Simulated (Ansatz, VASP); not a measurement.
**Two plane-wave programs on BN**

The input POSCAR:

```
BN
1.0
    2.5009753125      0.0000000000      0.0000000000
   -1.2504876563      2.1659081548      0.0000000000
    0.0000000000      0.0000000000      6.6679368154
B N
2 2
Direct
    0.3333333333      0.6666666667      0.2500000000
    0.6666666667      0.3333333333      0.7500000000
    0.3333333333      0.6666666667      0.7500000000
    0.6666666667      0.3333333333      0.2500000000
```

The input INCAR.step1:

```
  ALGO = Normal
  EDIFF = 1E-4
  ENCUT = 520
  GGA = PE
  ISMEAR = 0
  LASPH = True
  LCHARG = False
  LREAL = False
  LWAVE = True
  NBANDS = 16
  NELM = 60
  PREC = Accurate
  SIGMA = 0.05
```

Contents of INCAR.step2:

```
  ALGO = Normal
  EDIFF = 1E-6
  ENCUT = 520
  ISIF = 2
  ISMEAR = 0
  ISTART = 1
  LASPH = True
  LCHARG = False
  LMIXTAU = True
  LREAL = False
  LWAVE = False
  METAGGA = R2SCAN
  NBANDS = 16
  NELM = 60
  PREC = Accurate
  SIGMA = 0.05
```

The input KPOINTS:

```
k-points
0
Gamma
  12 12 4
```

Input for Ansatz:

```yaml
crystal:
  lattice:
    - [2.5009753125, 0.0, 0.0]
    - [-1.2504876563, 2.1659081548, 0.0]
    - [0.0, 0.0, 6.6679368154]
  atoms:
    - { symbol: B, position: [0.3333333333, 0.6666666667, 0.25] }
    - { symbol: B, position: [0.6666666667, 0.3333333333, 0.75] }
    - { symbol: "N", position: [0.3333333333, 0.6666666667, 0.75] }
    - { symbol: "N", position: [0.6666666667, 0.3333333333, 0.25] }
basis:
  ecutwfc: 500
kpoints:
  mp_grid: { grid: [12, 12, 4] }
hamiltonian:
  xc: r2scan
scf:
  occupations: { method: gaussian, width: 0.05 }
output:
  forces: true
  stress: true
  eigenvalues: true
  write_density: true
  write_potential: true
  elf: true
  volumetric_format: npy
```

Change from the starting cell: strain -0.0300 x Voigt [0, 0, 1, 0, 0, 0], atoms carried along.

Alike in both runs: task single point; functional r2SCAN; k mesh 12 × 12 × 4; occupations gaussian, width 0.05 eV; no spin polarisation.

|  | VASP | Ansatz |
| --- | --- | --- |
| version | VASP 6.6.1 | Ansatz 0.2.0 |
| potentials or method | VASP PAW PBE potentials, release 64 (B, N), cutoff 520 eV | scalar-relativistic, plane waves, PAW |
| valence electrons in the cell | 16 | 16 |

|  | VASP | Ansatz | Ansatz less VASP |
| --- | --- | --- | --- |
| gap on the k mesh at the Fermi level (eV) | 4.89 | 4.85 | -0.040 |
| least direct gap on the mesh (eV) | 5.33 | 5.29 | -0.036 |
| pressure (GPa) | 0.7 | 0.3 | -0.39 |
| traceless stress, the component that is largest in VASP (GPa) | -0.12 | 0.56 | +0.673 |

VASP's potentials were made for PBE, not for r2SCAN.
